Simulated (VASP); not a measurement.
# ZnSe in VASP: settings compared

Aim: see how the results for ZnSe move with the level of theory and the settings. Levels: PBE, r2SCAN. Tasks: single point.

Program: VASP 6.6.1. These are calculated values, not measurements. Logs are shortened: lines on timing, memory, paths and dates and some standing lists are left out, and cuts for length are marked.

### Step 1. The cell of the first run

Symmetry: F-43m, No. 216, cubic system. The conventional cell has a = 5.364 Å, b = 5.364 Å, c = 5.364 Å, α = 90.00°, β = 90.00°, γ = 90.00°. Zn (site symmetry -43m) has 4 Se at 2.32 Å within 3.1 Å. Se (site symmetry -43m) has 4 Zn at 2.32 Å within 3.1 Å.

### Step 2. Single point, PBE (strain -5.3%)

The input, INCAR:

```
  ALGO = Normal
  EDIFF = 1E-6
  ENCUT = 520
  GGA = PE
  ISIF = 2
  ISMEAR = -1
  LASPH = T
  LCHARG = F
  LREAL = F
  LWAVE = F
  NBANDS = 16
  NELM = 100
  PREC = Accurate
  SIGMA = 0.02
```

The input, KPOINTS:

```
k-points
0
Gamma
  8 8 8
```

The input, POSCAR:

```
ZnSe
1.0
    0.0000000000      2.6820191423      2.6820191423
    2.6820191423      0.0000000000      2.6820191423
    2.6820191423      2.6820191423      0.0000000000
Zn Se
1 1
Direct
    0.0000000000      0.0000000000      0.0000000000
    0.2500000000      0.2500000000      0.2500000000
```

Potentials or basis: VASP PAW PBE potentials, release 64 (Zn, Se).

Launch:

```sh
$ cat potpaw_PBE.64/Zn/POTCAR potpaw_PBE.64/Se/POTCAR > POTCAR
$ mpirun -np 1 vasp_std > vasp.out
```

OUTCAR:

```text
EDIFF = 1E-6
   ENCUT = 520
   GGA = PE
   ISIF = 2
   ISMEAR = -1
   LASPH = T
   LREAL = F
   NELM = 100
   PREC = Accurate

 ion  position               nearest neighbor table
   1  0.000  0.000  0.000-   2 2.32   2 2.32   2 2.32   2 2.32
   2  0.250  0.250  0.250-   1 2.32   1 2.32   1 2.32   1 2.32

  LATTYP: Found a face centered cubic cell.
 ALAT       =     5.3640382846

  Lattice vectors:

 A1 = (   0.0000000000,   2.6820191423,   2.6820191423)
 A2 = (   2.6820191423,   0.0000000000,   2.6820191423)
 A3 = (   2.6820191423,   2.6820191423,   0.0000000000)

Analysis of symmetry for initial positions (statically):
=====================================================================
 Subroutine PRICEL returns:
 Original cell was already a primitive cell.

 Routine SETGRP: Setting up the symmetry group for a
 face centered cubic supercell.

 Subroutine GETGRP returns: Found 24 space group operations
 (whereof 24 operations were pure point group operations)
 out of a pool of 48 trial point group operations.

The static configuration has the point symmetry T_d .

Analysis of symmetry for dynamics (positions and initial velocities):
=====================================================================
 Subroutine PRICEL returns:
 Original cell was already a primitive cell.

 Routine SETGRP: Setting up the symmetry group for a
 face centered cubic supercell.

 Subroutine GETGRP returns: Found 24 space group operations
 (whereof 24 operations were pure point group operations)
 out of a pool of 48 trial point group operations.

The dynamic configuration has the point symmetry T_d .

 Subroutine INISYM returns: Found 24 space group operations
 (whereof 24 operations are pure point group operations),
 and found     1 'primitive' translations

----------------------------------------------------------------------------------------

                                     Primitive cell

  volume of cell :      38.5847

  direct lattice vectors                    reciprocal lattice vectors
     0.000000000  2.682019142  2.682019142    -0.186426708  0.186426708  0.186426708
     2.682019142  0.000000000  2.682019142     0.186426708 -0.186426708  0.186426708
     2.682019142  2.682019142  0.000000000     0.186426708  0.186426708 -0.186426708

  length of vectors
     3.792947846  3.792947846  3.792947846     0.322900530  0.322900530  0.322900530

  position of ions in fractional coordinates (direct lattice)
     0.000000000  0.000000000  0.000000000
[... 77 lines left out ...]
   NELM   =    100;   NELMIN=  2; NELMDL= -5     # of ELM steps
   EDIFF  = 0.1E-05   stopping-criterion for ELM
   LREAL  =      F    real-space projection
   EDIFFG = 0.1E-04   stopping-criterion for IOM
   NSW    =      0    number of steps for IOM
   IBRION =     -1    ionic relax: 0-MD 1-quasi-New 2-CG
   NFREE  =      0    steps in history (QN), initial steepest desc. (CG)
   ISIF   =      2    stress and relaxation
   ISYM   =      2    0-nonsym 1-usesym 2-fastsym
   POTIM  = 0.5000    time-step for ionic-motion
   TEBEG  =    0.0;   TEEND  =   0.0 temperature during run
   PSTRESS=    0.0 pullay stress
   NELECT =      18.0000    total number of electrons
   NUPDOWN=      -1.0000    fix difference up-down
   EMIN   =  10.00;   EMAX   =-10.00  energy-range for DOS
   EFERMI =   0.00;   METHOD = LEGACY
   ISMEAR =    -1;   SIGMA  =   0.02  broadening in eV -4-tet -1-fermi 0-gaus
   EFERMI_NEDOS =   21; number of points for ismear=-14 and -15
   IALGO  =     38    algorithm
   IMIX   =      4    mixing-type and parameters
     AMIX     =   0.40;   BMIX     =  1.00
     AMIX_MAG =   1.60;   BMIX_MAG =  1.00
  volume/ion in A,a.u.               =      19.29       130.19
  Fermi-wavevector in a.u.,A,eV,Ry     =   1.269679  2.399345 21.933730  1.612084
  Thomas-Fermi vector in A             =   2.402707
   LORBIT       =      0    0 simple, 1 ext, 2 COOP (PROOUT), +10 PAW based schemes
   GGA     = PE    functional components
   LHFCALC =     F    Hartree Fock is set to
   AEXX    =    0.0000 exact exchange contribution
   IVDW    =     0    specifies the selected vdW correction
   LEPSILON=     F    determine dielectric tensor
   LRPA    =     F    only Hartree local field effects (RPA)
 non-spin polarized calculation
  energy-cutoff  :      520.00
  volume of cell :       38.58
 maximum number of plane-waves:      1056
   NGX = 15   NGY = 15   NGZ = 15

 number of electron      18.0000014 magnetization

 Free energy of the ion-electron system (eV)
  ---------------------------------------------------
  ext. energy  EPLUGINS =         0.00000000
  ---------------------------------------------------
  free energy    TOTEN  =        -5.62271724 eV

  energy without entropy =       -5.62271724  energy(sigma->0) =       -5.62271724

 E-fermi :   3.5667     XC(G=0): -10.0982

 val. band max:        3.1830423059   @ k =   0.0000   0.0000   0.0000
 cond. band min:       5.1831794239   @ k =   0.0000   0.0000   0.0000
 fundamental gap:      2.0001371180
 Fermi energy:         3.5667427077

 k-point     1 :       0.0000    0.0000    0.0000
  band No.  band energies     occupation
      1     -11.2903      2.00000
      2      -4.1161      2.00000
      3      -4.1161      2.00000
      4      -4.1161      2.00000
      5      -3.5783      2.00000
      6      -3.5783      2.00000
[... 433 lines left out ...]
      3      -3.9231      2.00000
      4      -3.6540      2.00000
      5      -3.5721      2.00000
      6      -3.2874      2.00000
[... 8 lines left out ...]
     15      16.4851      0.00000
     16      17.5593      0.00000

 [... further k-points ...]

------------------------ aborting loop because EDIFF is reached ----------------------------------------

  FORCE on cell =-STRESS in cart. coord.  units (eV):
  Direction    XX          YY          ZZ          XY          YZ          ZX
  --------------------------------------------------------------------------------------
  -------------------------------------------------------------------------------------
  Total        4.3842839      4.3842839      4.3842839      0.0000000      0.0000000      0.0000000
  in kB      182.0512392    182.0512392    182.0512392      0.0000000      0.0000000      0.0000000
  external PRESSURE =     182.0512392 kB  Pullay stress =       0.0000000 kB

 VOLUME and BASIS-vectors are now :
 -----------------------------------------------------------------------------
  energy-cutoff  :      520.00
  volume of cell :       38.58
      direct lattice vectors                 reciprocal lattice vectors
     0.000000000  2.682019142  2.682019142    -0.186426708  0.186426708  0.186426708
     2.682019142  0.000000000  2.682019142     0.186426708 -0.186426708  0.186426708
     2.682019142  2.682019142  0.000000000     0.186426708  0.186426708 -0.186426708

 POSITION                                       TOTAL-FORCE (eV/Angst)
 -----------------------------------------------------------------------------------
      0.00000      0.00000      0.00000         0.000000     -0.000000     -0.000000
      1.34101      1.34101      1.34101        -0.000000      0.000000      0.000000
 -----------------------------------------------------------------------------------
    total drift:                                0.000002      0.000002      0.000002

  FREE ENERGIE OF THE ION-ELECTRON SYSTEM (eV)
  ---------------------------------------------------
  free  energy   TOTEN  =        -5.6227172395 eV

  energy  without entropy=       -5.6227172394  energy(sigma->0) =       -5.62271724
```

OSZICAR:

```text
N       E                     dE             d eps       ncg     rms          rms(c)
DAV:   1     0.924942844690E+02    0.92494E+02   -0.90405E+03   928   0.137E+03
DAV:   2    -0.601533602782E+00   -0.93096E+02   -0.87100E+02  1048   0.266E+02
DAV:   3    -0.588762639000E+01   -0.52861E+01   -0.52684E+01  1120   0.618E+01
DAV:   4    -0.592631254791E+01   -0.38686E-01   -0.38683E-01  1176   0.564E+00
DAV:   5    -0.592647703528E+01   -0.16449E-03   -0.16449E-03  1120   0.336E-01    0.659E+00
DAV:   6    -0.564833443477E+01    0.27814E+00   -0.55470E-01  1272   0.268E+01    0.484E+00
DAV:   7    -0.562333344471E+01    0.25001E-01   -0.19047E-01  1128   0.424E+00    0.200E+00
DAV:   8    -0.562261419144E+01    0.71925E-03   -0.57613E-03  1304   0.114E+00    0.509E-01
DAV:   9    -0.562263151787E+01   -0.17326E-04   -0.14324E-03  1040   0.306E-01    0.616E-02
DAV:  10    -0.562271219728E+01   -0.80679E-04   -0.24647E-04  1352   0.162E-01    0.340E-02
DAV:  11    -0.562271627053E+01   -0.40732E-05   -0.46379E-05  1008   0.701E-02    0.120E-02
DAV:  12    -0.562271723947E+01   -0.96894E-06   -0.40652E-06  1144   0.139E-02
   1 F= -.56227172E+01 E0= -.56227172E+01  d E =-.220346E-10
```

stdout:

```text
POSCAR found type information on POSCAR ZnSe
 POSCAR found :  2 types and       2 ions
 scaLAPACK will be used
 LDA part: xc-table for (Slater+PW92), standard interpolation
 POSCAR, INCAR and KPOINTS ok, starting setup
 FFT: planning ... GRIDC
 FFT: planning ... GRID_SOFT
 FFT: planning ... GRID
 WAVECAR not read
 entering main loop
```

Run time: 13 s. Hardware: 1 thread of AMD EPYC 7R13 (Zen 3), shared host; peak memory 0.13 GiB.

Results:

| Quantity | Value |
| --- | --- |
| Free energy | -5.6227 eV |
| Pressure | 18.2 GPa |
| Band gap on the k mesh | 2.00 eV |

Caveat: the cell differs from its parent crystal (strain -5.3%); the cell stands under pressure.

### Step 3. Single point, r2SCAN (strain -5.3%)

POSCAR is that of step 2.

The input, INCAR.step1:

```
SYSTEM = ZnSe
  ALGO = Normal
  EDIFF = 1E-4
  ENCUT = 520
  GGA = PE
  ISMEAR = 0
  LASPH = .TRUE.
  LCHARG = .FALSE.
  LREAL = .FALSE.
  LWAVE = .TRUE.
  NBANDS = 16
  NELM = 100
  PREC = Accurate
  SIGMA = 0.01
```

The input, INCAR.step2:

```
SYSTEM = ZnSe
  ALGO = Normal
  EDIFF = 1E-7
  ENCUT = 520
  ISIF = 2
  ISMEAR = 0
  ISTART = 1
  LASPH = .TRUE.
  LCHARG = .FALSE.
  LMIXTAU = .TRUE.
  LREAL = .FALSE.
  LWAVE = .FALSE.
  METAGGA = R2SCAN
  NBANDS = 16
  NELM = 100
  PREC = Accurate
  SIGMA = 0.01
```

The input, KPOINTS:

```
k-points
0
G
  8 8 8
  0 0 0
```

Potentials or basis: VASP PAW PBE potentials, release 64 (Zn, Se).

Launch:

```sh
$ cat potpaw_PBE.64/Zn/POTCAR potpaw_PBE.64/Se/POTCAR > POTCAR
$ cp INCAR.step1 INCAR
$ mpirun -np 1 vasp_std > vasp.out
$ cp INCAR.step2 INCAR
$ mpirun -np 1 vasp_std > vasp.out
```

It took 72 s on 1 thread of AMD EPYC 7R13 (Zen 3), shared host; peak memory 0.14 GiB.

It converged, with:

* Free energy: -24.6192 eV
* Pressure: 15.6 GPa
* Band gap on the k mesh: 2.63 eV

Levels at points of the mesh, in eV from the valence-band top:
```csv
k point,band 5,band 6,band 7,band 8,band 9,band 10,band 11,band 12,band 13,band 14
"(0.00, 0.00, 0.00)",-6.86,-6.86,0.00,0.00,0.00,2.63,6.19,6.19,6.19,11.32
"(0.50, 0.00, 0.00)",-6.83,-6.66,-6.51,-1.16,-1.16,3.35,6.76,6.76,9.44,12.75
"(0.50, 0.50, 0.00)",-6.79,-6.62,-5.57,-2.92,-2.92,2.91,3.76,12.96,13.29,13.29
```

Caveat: the cell differs from its parent crystal (strain -5.3%); the cell stands under pressure; the PAW data sets were made with another functional, which shifts forces and pressure a little.

### Step 4. Single point, r2SCAN (uniaxial z strain -0.5%)

The input, POSCAR:

```
ZnSe
1.0
    0.0000000000      2.8324206805      2.8191083033
    2.8324206805      0.0000000000      2.8191083033
    2.8324206805      2.8324206805      0.0000000000
Zn Se
1 1
Direct
    0.0000000000      0.0000000000      0.0000000000
    0.2500000000      0.2500000000      0.2500000000
```

The input, INCAR.step1:

```
PREC     = Accurate       # precision mode
ENCUT    = 520            # plane-wave cutoff, eV
ISMEAR   = 0              # smearing method
SIGMA    = 0.01           # smearing width, eV
LREAL    = False          # projectors in reciprocal space
LASPH    = True           # aspherical terms in the spheres
NELM     = 60             # most SCF steps
NBANDS   = 16             # bands
GGA      = PE             # functional
ALGO     = Normal         # electronic algorithm
EDIFF    = 1E-4           # SCF threshold, eV
LWAVE    = True           # write WAVECAR
LCHARG   = False          # write CHGCAR
```

The input, INCAR.step2:

```
PREC     = Accurate       # precision mode
ENCUT    = 520            # plane-wave cutoff, eV
EDIFF    = 1E-7           # SCF threshold, eV
ISMEAR   = 0              # smearing method
SIGMA    = 0.01           # smearing width, eV
LREAL    = False          # projectors in reciprocal space
LASPH    = True           # aspherical terms in the spheres
NELM     = 60             # most SCF steps
ALGO     = Normal         # electronic algorithm
ISIF     = 2              # what is computed and relaxed
LWAVE    = False          # write WAVECAR
LCHARG   = False          # write CHGCAR
METAGGA  = R2SCAN         # meta-GGA
LMIXTAU  = True         
NBANDS   = 16             # bands
ISTART   = 1
```

The input, KPOINTS:

```
regular mesh
0
Gamma
  8 8 8
```

Launch:

```sh
$ cat potpaw_PBE.64/Zn/POTCAR potpaw_PBE.64/Se/POTCAR > POTCAR
$ cp INCAR.step1 INCAR
$ mpirun -np 1 vasp_std > vasp.out
$ cp INCAR.step2 INCAR
$ mpirun -np 1 vasp_std > vasp.out
```

Run time: 2.6 min. Hardware: 1 thread of AMD EPYC 7R13 (Zen 3), shared host; peak memory 0.16 GiB.

The run converged. Its results:

* Free energy: -24.9089 eV
* Pressure: 0.4 GPa
* Band gap on the k mesh: 1.88 eV

Stress tensor (GPa, compression positive):
```
0.37 0.00 0.00
0.00 0.37 0.00
0.00 0.00 0.56
```

Levels at points of the mesh, in eV from the valence-band top:
| k point | band 5 | band 6 | band 7 | band 8 | band 9 | band 10 | band 11 | band 12 | band 13 | band 14 |
| --- | --- | --- | --- | --- | --- | --- | --- | --- | --- | --- |
| (0.00, 0.00, 0.00) | -6.31 | -6.31 | -0.02 | -0.02 | 0.00 | 1.88 | 6.30 | 6.30 | 6.30 | 10.61 |
| (0.50, 0.00, 0.00) | -6.30 | -6.16 | -5.35 | -0.92 | -0.89 | 3.05 | 6.83 | 6.87 | 9.08 | 11.72 |
| (0.50, 0.50, 0.00) | -6.26 | -6.13 | -4.81 | -2.28 | -2.28 | 3.30 | 3.83 | 11.58 | 12.10 | 12.10 |
| (0.50, 0.00, 0.50) | -6.26 | -6.13 | -4.84 | -2.26 | -2.25 | 3.32 | 3.88 | 11.53 | 12.07 | 12.13 |

Caveat: the cell differs from its parent crystal (uniaxial z strain -0.5%); the PAW data sets were made with another functional, which shifts forces and pressure a little.

### Step 5. Overview

```csv
level,cell,smearing,gap on the mesh (eV),pressure (GPa)
PBE,"a = 3.793 Å, angles 60.0°, 2 atoms",fermi-dirac 0.02 eV,2.00,18.2
r2SCAN,"a = 3.793 Å, angles 60.0°, 2 atoms",gaussian 0.01 eV,2.63,15.6
r2SCAN,"a = 3.996, b = 3.996, c = 4.006 Å, angles 59.9, 59.9, 60.2°, 2 atoms",gaussian 0.01 eV,1.88,0.4
```

Alike in all rows: task single point; potentials or basis VASP PAW PBE potentials, release 64 (Zn, Se); no spin polarisation; k mesh 8 × 8 × 8; cutoff (eV) 520.

Caveats: the cell stands under pressure (at least some runs); the PAW data sets were made with another functional, which shifts forces and pressure a little (at least some runs).

Total energies depend on the potentials used, so only differences within one code and one set of settings carry meaning.
